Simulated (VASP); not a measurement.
# Si2Mo (I4/mmm) in VASP: settings compared

Aim: see how the results for Si2Mo move with the level of theory and the settings. Levels: PBEsol, PBE+D3(BJ), PBEsol+D4. Tasks: single point.

All numbers are computed with VASP 6.6.1; they aren't measurements. Logs are shortened: lines on timing, memory, paths and dates and some standing lists are left out, and cuts for length are marked.

**1. The cell of the first run**

The structure is tetragonal, space group I4/mmm (No. 139). The conventional cell has a = 3.200 Å, b = 3.200 Å, c = 7.861 Å, α = 90.00°, β = 90.00°, γ = 90.00°. Mo (site symmetry 4/mmm) has 10 Si at 2.62 Å and 4 Mo at 3.20 Å within 3.5 Å. Within 3.4 Å of Si (site symmetry 4mm) lie 9 Si at 2.61 to 3.20 Å and 5 Mo at 2.62 Å.

**2. Single point, PBEsol**

File INCAR:

```
  PREC = Accurate
  ENCUT = 520
  EDIFF = 1E-6
  ISMEAR = -1
  SIGMA = 0.05
  LREAL = False
  LASPH = True
  NELM = 80
  ALGO = Normal
  ISIF = 2
  LWAVE = False
  LCHARG = True
  GGA = PS
  LELF = True
  LVHAR = True
  NBANDS = 18
```

File KPOINTS:

```
regular mesh
0
Gamma
  9 9 9
```

File POSCAR:

```
Si2Mo
1.0
   -1.6000000000      1.6000000000      3.9305000000
    1.6000000000     -1.6000000000      3.9305000000
    1.6000000000      1.6000000000     -3.9305000000
Mo Si
1 2
Direct
    0.0000000000      0.0000000000      0.0000000000
    0.6670000000      0.6670000000      0.0000000000
    0.3330000000      0.3330000000      0.0000000000
```

Potentials or basis: VASP PAW PBE potentials, release 64 (Mo_sv, Si).

Run with:

```bash
> cat potpaw_PBE.64/Mo_sv/POTCAR potpaw_PBE.64/Si/POTCAR > POTCAR
> mpirun -np 1 vasp_std > vasp.out
```

OUTCAR:

```text
PREC = Accurate
   ENCUT = 520
   EDIFF = 1E-6
   ISMEAR = -1
   LREAL = False
   LASPH = True
   NELM = 80
   ISIF = 2
   GGA = PS

 ion  position               nearest neighbor table
   1  0.000  0.000  0.000-   2 2.62   3 2.62   2 2.62   3 2.62   2 2.62   3 2.62   3 2.62   2 2.62
                             2 2.62   3 2.62
   2  0.667  0.667  0.000-   3 2.61   3 2.61   3 2.61   3 2.61   1 2.62   1 2.62   1 2.62   1 2.62
                             1 2.62   3 2.63
   3  0.333  0.333  0.000-   2 2.61   2 2.61   2 2.61   2 2.61   1 2.62   1 2.62   1 2.62   1 2.62
                             1 2.62   2 2.63

  LATTYP: Found a body centered tetragonal cell.
 ALAT       =     3.2000000000
 C/A-ratio  =     2.4565625000

  Lattice vectors:

 A1 = (  -1.6000000000,   1.6000000000,   3.9305000000)
 A2 = (   1.6000000000,  -1.6000000000,   3.9305000000)
 A3 = (   1.6000000000,   1.6000000000,  -3.9305000000)

Analysis of symmetry for initial positions (statically):
=====================================================================
 Subroutine PRICEL returns:
 Original cell was already a primitive cell.

 Routine SETGRP: Setting up the symmetry group for a
 body centered tetragonal supercell.

 Subroutine GETGRP returns: Found 16 space group operations
 (whereof 16 operations were pure point group operations)
 out of a pool of 16 trial point group operations.

The static configuration has the point symmetry D_4h.

Analysis of symmetry for dynamics (positions and initial velocities):
=====================================================================
 Subroutine PRICEL returns:
 Original cell was already a primitive cell.

 Routine SETGRP: Setting up the symmetry group for a
 body centered tetragonal supercell.

 Subroutine GETGRP returns: Found 16 space group operations
 (whereof 16 operations were pure point group operations)
 out of a pool of 16 trial point group operations.

The dynamic configuration has the point symmetry D_4h.

 Subroutine INISYM returns: Found 16 space group operations
 (whereof 16 operations are pure point group operations),
 and found     1 'primitive' translations

----------------------------------------------------------------------------------------

                                     Primitive cell

  volume of cell :      40.2483

  direct lattice vectors                    reciprocal lattice vectors
    -1.600000000  1.600000000  3.930500000     0.000000000  0.312500000  0.127210279
     1.600000000 -1.600000000  3.930500000     0.312500000  0.000000000  0.127210279
     1.600000000  1.600000000 -3.930500000     0.312500000  0.312500000  0.000000000

  length of vectors
     4.535287229  4.535287229  4.535287229     0.337399918  0.337399918  0.441941738

  position of ions in fractional coordinates (direct lattice)
     0.000000000  0.000000000  0.000000000
     0.667000000  0.667000000  0.000000000
     0.333000000  0.333000000  0.000000000

  ion indices of the primitive-cell ions
   primitive index   ion index
                 1           1
                 2           2
                 3           3

----------------------------------------------------------------------------------------

 KPOINTS: regular mesh

Automatic generation of k-mesh.
 Grid dimensions read from file:
 generate k-points for:    9    9    9

 Generating k-lattice:

  Cartesian coordinates                     Fractional coordinates (reciprocal lattice)
     0.000000000  0.034722222  0.014134475     0.111111111  0.000000000  0.000000000
     0.034722222  0.000000000  0.014134475     0.000000000  0.111111111  0.000000000
     0.034722222  0.034722222  0.000000000     0.000000000  0.000000000  0.111111111

  Length of vectors
     0.037488880  0.037488880  0.049104638

  Shift w.r.t. Gamma in fractional coordinates (k-lattice)
     0.000000000  0.000000000  0.000000000

 Subroutine IBZKPT returns following result:
 ===========================================

 Found     75 irreducible k-points:

 Following reciprocal coordinates:
            Coordinates               Weight
  0.000000  0.000000  0.000000      1.000000
  0.111111  0.000000 -0.000000      8.000000
  0.222222  0.000000 -0.000000      8.000000
  0.333333  0.000000 -0.000000      8.000000
  0.444444  0.000000 -0.000000      8.000000
  0.111111  0.111111 -0.000000      8.000000
[... 16 lines left out ...]
 -0.333333  0.333333  0.000000      4.000000
  0.444444  0.444444 -0.000000      8.000000
 [... further k-points ...]
   k-points           NKPTS =     75   k-points in BZ     NKDIM =     75   number of bands    NBANDS=     18
   number of dos      NEDOS =    301   number of ions     NIONS =      3
   total plane-waves  NPLWV =  46656
   dimension x,y,z NGX =    36 NGY =   36 NGZ =   36
   dimension x,y,z NGXF=    72 NGYF=   72 NGZF=   72
   ions per type =               1   2
   NGX,Y,Z   is equivalent  to a cutoff of  13.20, 13.20, 13.20 a.u.
   NGXF,Y,Z  is equivalent  to a cutoff of  26.39, 26.39, 26.39 a.u.
 SYSTEM =  unknown system
   PREC   = accura    normal or accurate (medium, high low for compatibility)
   ISTART =      0    job   : 0-new  1-cont  2-samecut
   ICHARG =      2    charge: 1-file 2-atom 10-const
   ISPIN  =      1    spin polarized calculation?
   LNONCOLLINEAR =      F non collinear calculations
   LSORBIT =      F    spin-orbit coupling
   LASPH  =      T    aspherical Exc in radial PAW
   ENCUT  =  520.0 eV  38.22 Ry    6.18 a.u.   8.43  8.43  8.43*2*pi/ulx,y,z
   NELM   =     80;   NELMIN=  2; NELMDL= -5     # of ELM steps
   EDIFF  = 0.1E-05   stopping-criterion for ELM
   LREAL  =      F    real-space projection
   EDIFFG = 0.1E-04   stopping-criterion for IOM
   NSW    =      0    number of steps for IOM
   IBRION =     -1    ionic relax: 0-MD 1-quasi-New 2-CG
   NFREE  =      0    steps in history (QN), initial steepest desc. (CG)
   ISIF   =      2    stress and relaxation
   ISYM   =      2    0-nonsym 1-usesym 2-fastsym
   POTIM  = 0.5000    time-step for ionic-motion
   TEBEG  =    0.0;   TEEND  =   0.0 temperature during run
   PSTRESS=    0.0 pullay stress
   NELECT =      22.0000    total number of electrons
   NUPDOWN=      -1.0000    fix difference up-down
   EMIN   =  10.00;   EMAX   =-10.00  energy-range for DOS
   EFERMI =   0.00;   METHOD = LEGACY
   ISMEAR =    -1;   SIGMA  =   0.05  broadening in eV -4-tet -1-fermi 0-gaus
   EFERMI_NEDOS =   21; number of points for ismear=-14 and -15
   IALGO  =     38    algorithm
   IMIX   =      4    mixing-type and parameters
     AMIX     =   0.40;   BMIX     =  1.00
     AMIX_MAG =   1.60;   BMIX_MAG =  1.00
  volume/ion in A,a.u.               =      13.42        90.54
  Fermi-wavevector in a.u.,A,eV,Ry     =   1.338546  2.529484 24.377614  1.791704
  Thomas-Fermi vector in A             =   2.467007
   LORBIT       =      0    0 simple, 1 ext, 2 COOP (PROOUT), +10 PAW based schemes
   GGA     = PS    functional components
   LHFCALC =     F    Hartree Fock is set to
   AEXX    =    0.0000 exact exchange contribution
   IVDW    =     0    specifies the selected vdW correction
   LEPSILON=     F    determine dielectric tensor
   LRPA    =     F    only Hartree local field effects (RPA)
 non-spin polarized calculation
  energy-cutoff  :      520.00
  volume of cell :       40.25
 maximum number of plane-waves:      1112
 NGX is ok and might be reduce to    36
   NGX = 17   NGY = 17   NGZ = 17

 number of electron      22.0000000 magnetization

 Free energy of the ion-electron system (eV)
  ---------------------------------------------------
  ext. energy  EPLUGINS =         0.00000000
  ---------------------------------------------------
  free energy    TOTEN  =       -25.07055905 eV

  energy without entropy =      -25.06752783  energy(sigma->0) =      -25.06904344

 E-fermi :  12.1221     XC(G=0): -12.5106

 val. band max:       12.0918488848   @ k =  -0.4444  -0.4444   0.4444
 cond. band min:      12.2376104316   @ k =  -0.4444   0.4444   0.3333
 fundamental gap:      0.1457615468
 Fermi energy:        12.1221346967

 k-point     1 :       0.0000    0.0000    0.0000
  band No.  band energies     occupation
      1     -48.4494      2.00000
      2     -22.6479      2.00000
      3     -22.5420      2.00000
      4     -22.5420      2.00000
      5      -1.2710      2.00000
      6       5.8330      2.00000
[... 10 lines left out ...]
     17      17.2296      0.00000
     18      17.2296      0.00000

 k-point     2 :       0.1111    0.0000   -0.0000
  band No.  band energies     occupation
      1     -48.4472      2.00000
      2     -22.6456      2.00000
      3     -22.5727      2.00000
      4     -22.5391      2.00000
      5      -1.0475      2.00000
      6       5.8390      2.00000
[... 10 lines left out ...]
     17      17.5091      0.00000
     18      18.3997      0.00000

 k-point     3 :       0.2222    0.0000   -0.0000
  band No.  band energies     occupation
      1     -48.4417      2.00000
      2     -22.6505      2.00000
      3     -22.6392      2.00000
      4     -22.5319      2.00000
      5      -0.3975      2.00000
      6       5.6179      2.00000
[... 10 lines left out ...]
     17      18.7902      0.00000
     18      20.5473      0.00000

 k-point     4 :       0.3333    0.0000   -0.0000
  band No.  band energies     occupation
      1     -48.4354      2.00000
      2     -22.7367      2.00000
      3     -22.6329      2.00000
      4     -22.5237      2.00000
      5       0.6197      2.00000
      6       4.6744      2.00000
[... 375 lines left out ...]
      4     -22.6066      2.00000
      5       2.5559      2.00000
      6       4.9577      2.00000
[... 10 lines left out ...]
     17      18.0573      0.00000
     18      20.3974      0.00000

 k-point    23 :      -0.3333    0.3333    0.0000
  band No.  band energies     occupation
      1     -48.4219      2.00000
      2     -22.7139      2.00000
      3     -22.7048      2.00000
      4     -22.6111      2.00000
      5       1.7035      2.00000
      6       6.0999      2.00000
[... 10 lines left out ...]
     17      17.2919      0.00000
     18      20.0290      0.00000

 k-point    24 :       0.4444    0.4444   -0.0000
  band No.  band energies     occupation
      1     -48.4139      2.00000
      2     -22.7554      2.00000
      3     -22.7530      2.00000
      4     -22.6017      2.00000
      5       3.2137      2.00000
      6       4.7902      2.00000
[... 10 lines left out ...]
     17      18.0013      0.00000
     18      20.2810      0.00000

 [... further k-points ...]

------------------------ aborting loop because EDIFF is reached ----------------------------------------

  FORCE on cell =-STRESS in cart. coord.  units (eV):
  Direction    XX          YY          ZZ          XY          YZ          ZX
  --------------------------------------------------------------------------------------
  -------------------------------------------------------------------------------------
  Total       -0.4581098     -0.4581098     -0.8460302      0.0000000     -0.0000000      0.0000000
  in kB      -18.2361204    -18.2361204    -33.6781856      0.0000000     -0.0000000      0.0000000
  external PRESSURE =     -23.3834754 kB  Pullay stress =       0.0000000 kB

 VOLUME and BASIS-vectors are now :
 -----------------------------------------------------------------------------
  energy-cutoff  :      520.00
  volume of cell :       40.25
      direct lattice vectors                 reciprocal lattice vectors
    -1.600000000  1.600000000  3.930500000     0.000000000  0.312500000  0.127210279
     1.600000000 -1.600000000  3.930500000     0.312500000  0.000000000  0.127210279
     1.600000000  1.600000000 -3.930500000     0.312500000  0.312500000  0.000000000

 POSITION                                       TOTAL-FORCE (eV/Angst)
 -----------------------------------------------------------------------------------
      0.00000      0.00000      0.00000        -0.000000     -0.000000     -0.000000
      0.00000      0.00000      5.24329         0.000000      0.000000     -0.349708
      0.00000      0.00000      2.61771         0.000000      0.000000      0.349708
 -----------------------------------------------------------------------------------
    total drift:                                0.000000      0.000000     -0.000000

  FREE ENERGIE OF THE ION-ELECTRON SYSTEM (eV)
  ---------------------------------------------------
  free  energy   TOTEN  =       -25.0705590529 eV

  energy  without entropy=      -25.0675278314  energy(sigma->0) =      -25.06904344
```

Wall time 44 s (1 thread of Intel Xeon Platinum 8488C (Sapphire Rapids), shared host); peak memory 0.22 GiB.

What came out:

```yaml
Free_energy: -25.0706 eV
Pressure: -2.3 GPa
Largest_force: 0.350 eV/Å
Band_gap_on_the_k_mesh: zero (bands 11 and 12 overlap by 0.91 eV)
```

Forces on the atoms (eV/Å):
```
Mo   0.000  0.000  0.000
Si   0.000  0.000 -0.350
Si   0.000  0.000  0.350
```

Stress tensor (GPa, compression positive):
```
-1.82  0.00  0.00
 0.00 -1.82  0.00
 0.00  0.00 -3.37
```

Caveat: the PAW data sets were made with another functional, which shifts forces and pressure a little.

**3. Single point, PBEsol, non-collinear spin, zero start, spin-orbit coupling**

File INCAR:

```
PREC = Accurate
ENCUT = 520
EDIFF = 1E-6
ISMEAR = -1
SIGMA = 0.05
LREAL = F
LASPH = T
NELM = 150
ALGO = Normal
ISIF = 2
LWAVE = F
LCHARG = F
LNONCOLLINEAR = T
MAGMOM = 0 0 0 0 0 0 0 0 0
LORBIT = 11
LSORBIT = T
GGA_COMPAT = F
LORBMOM = T
LMAXMIX = 4
GGA = PS
NBANDS = 35
```

KPOINTS is that of step 2.

POSCAR is that of step 2.

Potentials or basis: VASP PAW PBE potentials, release 64 (Mo_sv, Si).

Run with:

```bash
> cat potpaw_PBE.64/Mo_sv/POTCAR potpaw_PBE.64/Si/POTCAR > POTCAR
> mpirun -np 1 vasp_ncl > vasp.out
```

Wall time 4 min (1 thread of Intel Xeon Platinum 8488C (Sapphire Rapids), shared host); peak memory 0.46 GiB.

Results (log left out):

- Free energy: -25.1695 eV
- Pressure: -2.3 GPa
- Largest force: 0.349 eV/Å
- Net moment: 0.00 μB per cell
- Valence electrons inside the program's atomic spheres: Mo 12.68; Si 1.62

Forces on the atoms (eV/Å):
```
Mo   0.000  0.000  0.000
Si   0.000  0.000 -0.349
Si   0.000  0.000  0.349
```

Stress tensor (GPa, compression positive):
```
-1.83  0.00  0.00
 0.00 -1.83  0.00
 0.00  0.00 -3.37
```

Moments on the atoms (μB; x, y, z):
```
Mo  0.00 0.00 0.00
Si  0.00 0.00 0.00
Si  0.00 0.00 0.00
```

Caveat: the PAW data sets were made with another functional, which shifts forces and pressure a little.

**4. Single point, PBE+D3(BJ)**

This run uses another cell than the first one, of 12.61 Å³/atom.

File INCAR:

```
PREC = Accurate
ENCUT = 520
EDIFF = 1E-7
ISMEAR = -1
SIGMA = 0.05
LREAL = F
LASPH = T
NELM = 100
ALGO = Normal
ISIF = 2
LWAVE = F
LCHARG = F
GGA = PE
IVDW = 12
NBANDS = 18
```

File KPOINTS:

```
regular mesh
0
Gamma
  12 12 12
```

File POSCAR:

```
Si2Mo
1.0
   -1.5673377739      1.5673377739      3.8502632003
    1.5673377739     -1.5673377739      3.8502632003
    1.5673377739      1.5673377739     -3.8502632003
Mo Si
1 2
Direct
    0.0000000000      0.0000000000      0.0000000000
    0.6670000000      0.6670000000      0.0000000000
    0.3330000000      0.3330000000      0.0000000000
```

Run with:

```bash
> cat potpaw_PBE.64/Mo_sv/POTCAR potpaw_PBE.64/Si/POTCAR > POTCAR
> mpirun -np 1 vasp_std > vasp.out
```

Wall time 1.8 min (1 thread of AMD EPYC 9R45 (Zen 5), shared host); peak memory 0.25 GiB.

It converged, with:

```yaml
Free_energy: -24.9491 eV
Pressure: 9.8 GPa
Largest_force: 0.174 eV/Å
Band_gap_on_the_k_mesh: zero (bands 11 and 12 overlap by 1.07 eV)
Dispersion_energy_per_atom: -0.614 eV
```

Forces on the atoms (eV/Å):
```
Mo   0.000  0.000  0.000
Si   0.000  0.000 -0.174
Si   0.000  0.000  0.174
```

Stress tensor (GPa, compression positive):
```
 9.55  0.00  0.00
 0.00  9.55  0.00
 0.00  0.00 10.31
```

Levels at points of the mesh, in eV from the Fermi level:
```tsv
k point	band 7	band 8	band 9	band 10	band 11	band 12	band 13	band 14	band 15	band 16
(0.00, 0.00, 0.00)	-3.38	-3.32	-2.84	-2.84	0.44	2.87	3.48	3.82	3.82	4.38
(0.50, 0.00, 0.00)	-5.18	-4.65	-2.84	-2.70	-0.60	2.49	3.13	4.40	4.53	5.60
(0.50, 0.50, 0.00)	-5.99	-5.25	-4.74	-3.33	-1.13	2.55	3.01	3.26	3.44	4.87
(0.50, 0.50, 0.50)	-3.86	-2.47	-0.64	-0.64	-0.52	-0.52	0.59	4.88	5.92	5.94
```

Caveat: the cell stands under pressure.

(Part 1 of 2 ends here.)
